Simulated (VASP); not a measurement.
The system is Ge2Sb2Se.

```
Ge Sb Se
1.0
    10.60000    0.00000    0.00000
     0.00000    1.97500    3.42000
     0.00000   -1.97500    3.42000
Ge Sb Se
2 2 1
Direct
  0.80200 0.00000 0.00000
  0.19800 0.00000 0.00000
  0.32500 0.66670 0.66670
  0.67500 0.66670 0.66670
  0.00000 0.83000 0.83000
```

| Quantity | Value |
| --- | --- |
| Program | VASP 6.6.1 |
| Task | relaxation of cell and atoms |
| Functional | PBE |
| Potentials or basis | VASP PAW PBE potentials, release 64 (Ge_d, Sb, Se) |
| Cutoff | 600 eV |
| k mesh | 1 × 4 × 4 |
| Occupations | gaussian, width 0.15 eV |
| Spin | no spin polarisation |

At the start: pressure 4.1 GPa; volume 28.64 Å³/atom.

Problem. How do energy, volume and symmetry change on relaxing?

Solution. Over 22 steps the energy falls by 81.6 meV/atom and the volume is 33.87 Å³/atom (+18.3 %); space group Amm2 (No. 38, to 0.1 Å) before and after.

Step by step:
```tsv
step	energy change (eV)	largest force (eV/Å)	pressure (GPa)	volume (Å³)
1	0.0000	0.3723	4.10	143.20
2	-0.2220	0.8604	-0.91	158.85
3	-0.2226	0.8375	-0.74	158.06
4	-0.3280	0.5283	-0.32	159.88
5	-0.3476	0.4099	0.00	160.98
6	-0.3731	0.1312	0.07	161.32
7	-0.3733	0.1496	0.08	161.35
8	-0.3772	0.1016	0.16	161.83
9	-0.3780	0.1382	0.23	162.84
10	-0.3789	0.0984	0.20	162.42
11	-0.3818	0.0837	0.07	163.36
12	-0.3855	0.0765	-0.39	166.20
13	-0.3883	0.0748	-0.34	166.27
14	-0.3940	0.0867	-0.10	166.45
15	-0.3908	0.2441	0.39	166.79
16	-0.3954	0.1230	0.05	166.57
17	-0.3986	0.1091	0.07	166.82
18	-0.4017	0.1073	0.09	167.32
19	-0.4039	0.0881	0.03	167.92
20	-0.4055	0.1146	-0.13	169.25
21	-0.4069	0.0882	-0.13	169.28
22	-0.4081	0.0521	-0.05	169.33
```

Final structure:
```cif
data_structure
_symmetry_space_group_name_H-M 'P 1'
_symmetry_Int_Tables_number 1
_cell_length_a 11.0676
_cell_length_b 4.1651
_cell_length_c 4.1651
_cell_angle_alpha 61.877
_cell_angle_beta 90.000
_cell_angle_gamma 90.000
_cell_volume 169.33
loop_
_atom_site_label
_atom_site_type_symbol
_atom_site_fract_x
_atom_site_fract_y
_atom_site_fract_z
_atom_site_occupancy
Ge1 Ge 0.80745 0.00053 0.00053 1
Ge2 Ge 0.19255 0.00053 0.00053 1
Sb1 Sb 0.30295 0.65909 0.65909 1
Sb2 Sb 0.69705 0.65909 0.65909 1
Se1 Se 0.00000 0.84417 0.84417 1
```

Caveat: the k points lie up to 0.57 Å⁻¹ apart in the final cell; the volume moved by over 15 % at a fixed basis, so the end points are rough; this functional lacks dispersion, which binds the layers, so the pressure and a relaxed spacing across them are unreliable; the relaxation stopped at a loose force limit of 0.08 eV/Å, so its end isn't a converged minimum.
